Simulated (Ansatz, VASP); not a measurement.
**B: VASP beside Ansatz**

```xyz
2
Lattice="0.0000 1.9604 1.9604 1.9604 0.0000 1.9604 1.9604 1.9604 0.0000" Properties=species:S:1:pos:R:3 pbc="T T T"
B     0.0000    0.0000    0.0000
B     0.9802    0.9802    0.9802
```

Alike in both runs: task single point; functional PBE; k mesh 8 × 8 × 8; occupations methfessel-paxton of order 1, width 0.0203 eV; no spin polarisation.

```csv
,VASP,Ansatz
version,VASP 6.6.1,Ansatz 0.2.0
potentials or method,"VASP PAW PBE potentials, release 64 (B), cutoff 520 eV",PAW plane waves
valence electrons in the cell,6,6
```

Ansatz gave:

```
gap on the k mesh at the Fermi level (eV) : none
pressure (GPa)                            : 20.9
```

Task: What did VASP give for the same quantities?

Result: gap on the k mesh at the Fermi level (eV): none; pressure (GPa): 21.0.

A gap of «none» marks a metal or a gap that the smearing closes. The functional is the same, so the differences come from potentials, cutoffs and numerics.
